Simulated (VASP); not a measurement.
Runs of VASP 6.6.1 on W. The structure is cubic, space group Fm-3m (No. 225). Conventional cell: a = 4.060 Å, b = 4.060 Å, c = 4.060 Å, α = 90.00°, β = 90.00°, γ = 90.00°. W (site symmetry m-3m) has 12 W at 2.87 Å within 3.8 Å. 

```tsv
k mesh	gap on the mesh (eV)	pressure (GPa)
4 × 4 × 4	none	-16.5
8 × 8 × 8	none	(a)
3 × 3 × 3	none	-10.1
5 × 5 × 5	none	-16.7
6 × 6 × 6	none	(b)
```

Alike in all rows: task single point; level LDA; potentials or basis VASP PAW LDA potentials, release 64 (W_sv); no spin polarisation; cell as given; cutoff (eV) 520; smearing fermi-dirac 0.1 eV.

**Question.** Estimate the missing entries.

**Answer.** (a) -16.0; (b) -16.1.

Caveats: some runs use coarse meshes; spin-orbit coupling is left out, which moves the levels of the heavy elements.

A k mesh can miss the band edges, and the runs leave out spin-orbit coupling on W.

A gap of «none» marks levels without a gap at the run's occupations.
